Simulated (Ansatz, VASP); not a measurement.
# Two plane-wave programs on Ca

```
CELL_PARAMETERS angstrom
7.07937 0.00000 0.00000
0.00000 7.07937 0.00000
0.00000 0.00000 7.07937
ATOMIC_POSITIONS crystal
Ca 0.00000 0.00000 0.00000
Ca 0.50000 0.50000 0.50000
Ca 0.25000 0.00000 0.50000
Ca 0.75000 0.00000 0.50000
Ca 0.50000 0.25000 0.00000
Ca 0.50000 0.75000 0.00000
Ca 0.00000 0.50000 0.25000
Ca 0.00000 0.50000 0.75000
```

Alike in both runs: functional revPBE; k mesh 4 × 4 × 4; occupations fermi-dirac, width 0.1 eV; no spin polarisation.

Ansatz relaxed the structure, and its values are those at the end. VASP's run is a single point on that final structure, the one shown.

|  | VASP | Ansatz |
| --- | --- | --- |
| version | VASP 6.6.1 | Ansatz 0.2.0 |
| potentials or method | VASP PAW PBE potentials, release 64 (Ca_sv), cutoff 520 eV | plane waves (420 eV) with PAW, scalar-relativistic |
| valence electrons in the cell | 80 | 80 |

|  | VASP | Ansatz | Ansatz less VASP |
| --- | --- | --- | --- |
| pressure (GPa) | 0.0 | 0.0 | 0.00 |

VASP's potentials were made for PBE, not for revPBE.
